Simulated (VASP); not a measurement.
# Re (Fd-3m) in VASP: further runs

Re is run at these levels: LDA; tasks: single point.

All numbers are computed with VASP 6.6.1; they aren't measurements. Logs are shortened: lines on timing, memory, paths and dates and some standing lists are left out, and cuts for length are marked.

**1. The cell of the first run**

It takes space group Fd-3m (No. 227, cubic). Conventional cell: a = 5.562 Å, b = 5.562 Å, c = 5.562 Å, α = 90.00°, β = 90.00°, γ = 90.00°. Re (site symmetry -43m) has 4 Re at 2.41 Å within 3.2 Å.

This isn't the form of Re at room conditions, which is hcp.

**2. Single point, LDA, non-collinear spin, zero start, spin-orbit coupling**

Contents of INCAR:

```
SYSTEM = Re
  ALGO = Normal
  EDIFF = 1E-6
  ENCUT = 520
  GGA = CA
  GGA_COMPAT = .False.
  ISIF = 2
  ISMEAR = -1
  LASPH = .True.
  LCHARG = .False.
  LMAXMIX = 4
  LORBIT = 11
  LORBMOM = .True.
  LREAL = .False.
  LSORBIT = .True.
  LWAVE = .False.
  MAGMOM = 0 0 0 0 0 0
  NBANDS = 26
  NELM = 150
  PREC = Accurate
  SIGMA = 0.1
```

Contents of KPOINTS:

```
k-points
0
Gamma
  10 10 10
  0 0 0
```

Contents of POSCAR:

```
Re
1.0
    0.0000000000      2.7808411420      2.7808411420
    2.7808411420      0.0000000000      2.7808411420
    2.7808411420      2.7808411420      0.0000000000
Re
2
Direct
    0.1250000000      0.1250000000      0.1250000000
    0.8750000000      0.8750000000      0.8750000000
```

Potentials or basis: VASP PAW LDA potentials, release 64 (Re).

Started as:

```sh
cat potpaw_LDA.64/Re/POTCAR > POTCAR
mpirun -np 1 vasp_ncl > vasp.out
```

OUTCAR:

```text
SYSTEM = Re
   EDIFF = 1E-6
   ENCUT = 520
   GGA = CA
   ISIF = 2
   ISMEAR = -1
   LASPH = .True.
   LORBIT = 11
   LREAL = .False.
   LSORBIT = .True.
   NELM = 150
   PREC = Accurate

 ion  position               nearest neighbor table
   1  0.125  0.125  0.125-   2 2.41   2 2.41   2 2.41   2 2.41
   2  0.875  0.875  0.875-   1 2.41   1 2.41   1 2.41   1 2.41

  LATTYP: Found a face centered cubic cell.
 ALAT       =     5.5616822840

  Lattice vectors:

 A1 = (   0.0000000000,   2.7808411420,   2.7808411420)
 A2 = (   2.7808411420,   0.0000000000,   2.7808411420)
 A3 = (   2.7808411420,   2.7808411420,   0.0000000000)

Analysis of symmetry for initial positions (statically):
=====================================================================
 Subroutine PRICEL returns:
 Original cell was already a primitive cell.

 Routine SETGRP: Setting up the symmetry group for a
 face centered cubic supercell.

 Subroutine GETGRP returns: Found 48 space group operations
 (whereof 12 operations were pure point group operations)
 out of a pool of 48 trial point group operations.

The static configuration has the point symmetry D_3d.
 The point group associated with its full space group is O_h .

Analysis of symmetry for dynamics (positions and initial velocities):
=====================================================================
 Subroutine PRICEL returns:
 Original cell was already a primitive cell.

 Routine SETGRP: Setting up the symmetry group for a
 face centered cubic supercell.

 Subroutine GETGRP returns: Found 48 space group operations
 (whereof 12 operations were pure point group operations)
 out of a pool of 48 trial point group operations.

The dynamic configuration has the point symmetry D_3d.
 The point group associated with its full space group is O_h .

Analysis of structural, dynamic, and magnetic symmetry:
=====================================================================
 Subroutine PRICEL returns:
 Original cell was already a primitive cell.

 Routine SETGRP: Setting up the symmetry group for a
 face centered cubic supercell.

 Subroutine GETGRP returns: Found 48 space group operations
 (whereof 12 operations were pure point group operations)
 out of a pool of 48 trial point group operations.

The overall configuration has the point symmetry D_3d.
 The point group associated with its full space group is O_h .

 Subroutine INISYM returns: Found 48 space group operations
 (whereof 12 operations are pure point group operations),
 and found     1 'primitive' translations

[... 875 lines left out ...]
 -----------------------------------------------------------------------------------
    total drift:                               -0.000000      0.000000      0.000000

  FREE ENERGIE OF THE ION-ELECTRON SYSTEM (eV)
  ---------------------------------------------------
  free  energy   TOTEN  =       -24.6526857021 eV

  energy  without entropy=      -24.6076516845  energy(sigma->0) =      -24.63016869

 orbital moment (x)

 # of ion     p       d       tot
 ----------------------------------------
  1        -0.000  -0.000  -0.000
  2        -0.000   0.000   0.000
 ----------------------------------------
           -0.000   0.000   0.000

 orbital moment (y)

 # of ion     p       d       tot
 ----------------------------------------
  1         0.000  -0.000  -0.000
  2         0.000  -0.000  -0.000
 ----------------------------------------
            0.000  -0.000  -0.000

 orbital moment (z)

 # of ion     p       d       tot
 ----------------------------------------
  1         0.000   0.000   0.000
  2         0.000   0.000   0.000
 ----------------------------------------
            0.000   0.000   0.000

 Spin-Orbit-Coupling matrix elements

 Ion:    1  E_soc:     -0.5899876
 l=   1
     0.0000000    -0.0319929    -0.0319929
    -0.0319929     0.0000000    -0.0319929
    -0.0319929    -0.0319929     0.0000000
 l=   2
     0.0000000    -0.0140486     0.0000000    -0.0140486    -0.0522898
    -0.0140486     0.0000000    -0.0392173    -0.0140486    -0.0130724
     0.0000000    -0.0392173     0.0000000    -0.0392173     0.0000000
    -0.0140486    -0.0140486    -0.0392173     0.0000000    -0.0130724
    -0.0522898    -0.0130724     0.0000000    -0.0130724     0.0000000
 l=   3
     0.0000000     0.0000000     0.0000000     0.0000000     0.0000000     0.0000000     0.0000000
     0.0000000     0.0000000     0.0000000     0.0000000     0.0000000     0.0000000     0.0000000
     0.0000000     0.0000000     0.0000000     0.0000000     0.0000000     0.0000000     0.0000000
     0.0000000     0.0000000     0.0000000     0.0000000     0.0000000     0.0000000     0.0000000
     0.0000000     0.0000000     0.0000000     0.0000000     0.0000000     0.0000000     0.0000000
     0.0000000     0.0000000     0.0000000     0.0000000     0.0000000     0.0000000     0.0000000
     0.0000000     0.0000000     0.0000000     0.0000000     0.0000000     0.0000000     0.0000000

 Ion:    2  E_soc:     -0.5899876
 l=   1
     0.0000000    -0.0319929    -0.0319929
    -0.0319929     0.0000000    -0.0319929
    -0.0319929    -0.0319929     0.0000000
 l=   2
     0.0000000    -0.0140486     0.0000000    -0.0140486    -0.0522898
    -0.0140486     0.0000000    -0.0392173    -0.0140486    -0.0130724
     0.0000000    -0.0392173     0.0000000    -0.0392173     0.0000000
    -0.0140486    -0.0140486    -0.0392173     0.0000000    -0.0130724
    -0.0522898    -0.0130724     0.0000000    -0.0130724     0.0000000
 l=   3
     0.0000000     0.0000000     0.0000000     0.0000000     0.0000000     0.0000000     0.0000000
     0.0000000     0.0000000     0.0000000     0.0000000     0.0000000     0.0000000     0.0000000
     0.0000000     0.0000000     0.0000000     0.0000000     0.0000000     0.0000000     0.0000000
     0.0000000     0.0000000     0.0000000     0.0000000     0.0000000     0.0000000     0.0000000
     0.0000000     0.0000000     0.0000000     0.0000000     0.0000000     0.0000000     0.0000000
     0.0000000     0.0000000     0.0000000     0.0000000     0.0000000     0.0000000     0.0000000
     0.0000000     0.0000000     0.0000000     0.0000000     0.0000000     0.0000000     0.0000000

 total charge

# of ion       s       p       d       tot
------------------------------------------
    1        0.765   0.437   5.053   6.255
    2        0.765   0.437   5.053   6.255
--------------------------------------------------
tot          1.529   0.874  10.106  12.510

 magnetization (x)

# of ion       s       p       d       tot
------------------------------------------
    1       -0.000   0.000   0.000  -0.000
    2       -0.000   0.000   0.000  -0.000
--------------------------------------------------
tot         -0.000   0.000   0.000  -0.000

 magnetization (y)

# of ion       s       p       d       tot
------------------------------------------
    1        0.000   0.000   0.000   0.000
    2        0.000   0.000   0.000   0.000
--------------------------------------------------
tot          0.000   0.000   0.000   0.000

 magnetization (z)

# of ion       s       p       d       tot
------------------------------------------
    1        0.000   0.000   0.000   0.000
    2        0.000   0.000   0.000   0.000
--------------------------------------------------
tot          0.000   0.000   0.000   0.000
```

OSZICAR:

```text
N       E                     dE             d eps       ncg     rms          rms(c)
DAV:   1     0.121125879275E+03    0.12113E+03   -0.51568E+03  2724   0.102E+03
DAV:   2    -0.939883665057E+01   -0.13052E+03   -0.11254E+03  3566   0.531E+02
DAV:   3    -0.241476990052E+02   -0.14749E+02   -0.12771E+02  3942   0.176E+02
DAV:   4    -0.252860066063E+02   -0.11383E+01   -0.10754E+01  4100   0.489E+01
DAV:   5    -0.253318272437E+02   -0.45821E-01   -0.45317E-01  4004   0.105E+01    0.354E+01
DAV:   6    -0.248550449113E+02    0.47678E+00   -0.36744E-01  4230   0.851E+00    0.185E+01
DAV:   7    -0.246894203529E+02    0.16562E+00   -0.12537E-01  4254   0.479E+00    0.100E+01
DAV:   8    -0.246555044791E+02    0.33916E-01   -0.28031E-02  4252   0.209E+00    0.713E-01
DAV:   9    -0.246526152427E+02    0.28892E-02   -0.52207E-03  3898   0.726E-01    0.467E-02
DAV:  10    -0.246526774283E+02   -0.62186E-04   -0.25076E-04  4060   0.250E-01    0.577E-02
DAV:  11    -0.246526825665E+02   -0.51382E-05   -0.83421E-06  4140   0.379E-02    0.176E-02
DAV:  12    -0.246526854041E+02   -0.28376E-05   -0.80410E-07  2710   0.241E-02    0.907E-03
DAV:  13    -0.246526857021E+02   -0.29800E-06   -0.70296E-07  2496   0.751E-03
   1 F= -.24652686E+02 E0= -.24630169E+02  d E =-.450340E-01  mag=    -0.0000     0.0000    -0.0000
```

It took 1.7 min on 1 thread of Intel Xeon Platinum 8488C (Sapphire Rapids), shared host; peak memory 0.27 GiB.

Results:

| Property | Result |
| --- | --- |
| Free energy | -24.6527 eV |
| Pressure | -1.0 GPa |
| Net moment | 0.00 μB per cell |
| Valence electrons inside the program's atomic spheres | Re 6.25 |

Moments on the atoms (μB; x, y, z):
```
Re  0.00 0.00 0.00
Re  0.00 0.00 0.00
```

**3. Single point, LDA**

Contents of INCAR:

```
PREC = Accurate ; ENCUT = 560
EDIFF = 1E-6 ; ISMEAR = -1
SIGMA = 0.1 ; LREAL = False
LASPH = True ; NELM = 120
ALGO = Normal ; ISIF = 2
LWAVE = False ; LCHARG = True
LELF = True ; LVHAR = True
NBANDS = 22 ; GGA_COMPAT = False
```

Contents of KPOINTS:

```
Automatic mesh
0
Gamma
  10 10 10
```

POSCAR is that of step 2.

Potentials or basis: VASP PAW LDA potentials, release 64 (Re_sv_GW).

Started as:

```sh
cat potpaw_LDA.64/Re_sv_GW/POTCAR > POTCAR
mpirun -np 1 vasp_std > vasp.out
```

Run time: 33 s. Hardware: 1 thread of Intel Xeon Platinum 8259CL at 2.50GHz (Skylake/Cascade Lake), shared host; peak memory 0.18 GiB.

The run converged. Its results:

| Quantity | Value |
| --- | --- |
| Free energy | -27.1788 eV |
| Pressure | -0.3 GPa |
| Band gap on the k mesh | zero (bands 15 and 16 overlap by 1.25 eV) |

Levels at points of the mesh, in eV from the Fermi level:
```tsv
k point	band 11	band 12	band 13	band 14	band 15	band 16	band 17	band 18	band 19	band 20
(0.00, 0.00, 0.00)	-3.19	-2.29	-2.29	-2.29	0.68	0.68	0.68	4.36	4.36	11.28
(0.50, 0.00, 0.00)	-2.88	-2.88	-2.56	-2.56	-0.81	1.82	1.82	3.44	3.44	4.20
(0.50, 0.50, 0.00)	-2.50	-2.50	-1.84	-1.84	-0.06	-0.06	3.83	3.83	4.83	4.83
```

Caveat: spin-orbit coupling is left out, which moves the levels of the heavy elements.

**4. Single point, LDA (18.92 Å³/atom)**

This run uses another cell than the first one, of 18.92 Å³/atom.

Contents of INCAR:

```
SYSTEM = Re
PREC = Accurate
ENCUT = 560
EDIFF = 1E-6
ISMEAR = -1
SIGMA = 0.1
LREAL = .FALSE.
LASPH = .TRUE.
NELM = 120
ALGO = Normal
ISIF = 2
LWAVE = .FALSE.
LCHARG = .FALSE.
GGA = CA
NBANDS = 22
GGA_COMPAT = .FALSE.
```

Contents of KPOINTS:

```
Automatic mesh
0
G
  11 11 11
  0 0 0
```

Contents of POSCAR:

```
Re
1.0
    0.0000000000      2.6648354934      2.6648354934
    2.6648354934      0.0000000000      2.6648354934
    2.6648354934      2.6648354934      0.0000000000
Re
2
Direct
    0.1250000000      0.1250000000      0.1250000000
    0.8750000000      0.8750000000      0.8750000000
```

Started as:

```sh
cat potpaw_LDA.64/Re_sv_GW/POTCAR > POTCAR
mpirun -np 1 vasp_std > vasp.out
```

Run time: 21 s. Hardware: 1 thread of Intel Xeon 6975P-C (Granite Rapids), shared host; peak memory 0.18 GiB.

The run converged. Its results:

```
Free energy            : -26.6765 eV
Pressure               : 33.2 GPa
Band gap on the k mesh : zero (bands 15 and 16 overlap by 1.30 eV)
```

Levels at points of the mesh, in eV from the Fermi level:
```csv
k point,band 11,band 12,band 13,band 14,band 15,band 16,band 17,band 18,band 19,band 20
"(0.00, 0.00, 0.00)",-3.90,-2.60,-2.60,-2.60,0.76,0.76,0.76,5.14,5.14,11.66
```

Caveat: the cell stands under pressure; spin-orbit coupling is left out, which moves the levels of the heavy elements.

**5. Single point, LDA (22.36 Å³/atom)**

This run uses another cell than the first one, of 22.36 Å³/atom.

Contents of INCAR:

```
SYSTEM = Re
PREC     = Accurate       ! precision mode
ENCUT    = 560            ! plane-wave cutoff, eV
EDIFF    = 1E-6           ! SCF threshold, eV
ISMEAR   = -1             ! smearing method
SIGMA    = 0.1            ! smearing width, eV
LREAL    = .FALSE.        ! projectors in reciprocal space
LASPH    = .TRUE.         ! aspherical terms in the spheres
NELM     = 120            ! most SCF steps
ALGO     = Normal         ! electronic algorithm
ISIF     = 2              ! what is computed and relaxed
LWAVE    = .FALSE.        ! write WAVECAR
LCHARG   = .FALSE.        ! write CHGCAR
NBANDS   = 22             ! bands
GGA_COMPAT= .FALSE.
```

KPOINTS is that of step 4.

Contents of POSCAR:

```
Re
1.0
    0.0000000000      2.8174353536      2.8174353536
    2.8174353536      0.0000000000      2.8174353536
    2.8174353536      2.8174353536      0.0000000000
Re
2
Direct
    0.1250000000      0.1250000000      0.1250000000
    0.8750000000      0.8750000000      0.8750000000
```

Started as:

```sh
cat potpaw_LDA.64/Re_sv_GW/POTCAR > POTCAR
mpirun -np 1 vasp_std > vasp.out
```

Run time: 16 s. Hardware: 1 thread of Intel Xeon 6975P-C (Granite Rapids), shared host; peak memory 0.18 GiB.

The run converged. Its results:

```
Free energy            : -27.1486 eV
Pressure               : -7.6 GPa
Band gap on the k mesh : zero (bands 15 and 16 overlap by 1.14 eV)
```

Levels at points of the mesh, in eV from the Fermi level:
```tsv
k point	band 11	band 12	band 13	band 14	band 15	band 16	band 17	band 18	band 19	band 20
(0.00, 0.00, 0.00)	-3.04	-2.24	-2.24	-2.24	0.62	0.62	0.62	4.10	4.10	11.10
```

Caveat: the cell stands under tension; spin-orbit coupling is left out, which moves the levels of the heavy elements.

**6. Summary**

```csv
potentials or basis,spin,cell,k mesh,cutoff (eV),gap on the mesh (eV),pressure (GPa)
"VASP PAW LDA potentials, release 64 (Re)","non-collinear, zero start, SOC","a = 3.933 Å, angles 60.0°, 2 atoms",10 × 10 × 10,520,-,-1.0
"VASP PAW LDA potentials, release 64 (Re_sv_GW)",off,"a = 3.933 Å, angles 60.0°, 2 atoms",10 × 10 × 10,560,none,-0.3
"VASP PAW LDA potentials, release 64 (Re_sv_GW)",off,"a = 3.769 Å, angles 60.0°, 2 atoms",11 × 11 × 11,560,none,33.2
"VASP PAW LDA potentials, release 64 (Re_sv_GW)",off,"a = 3.984 Å, angles 60.0°, 2 atoms",11 × 11 × 11,560,none,-7.6
```

Alike in all rows: task single point; level LDA; smearing fermi-dirac 0.1 eV.

Caveats: spin-orbit coupling is left out, which moves the levels of the heavy elements (at least some runs); the cell stands under pressure (at least some runs); the cell stands under tension (at least some runs).

Absolute energies hang on the potentials; compare differences alone.
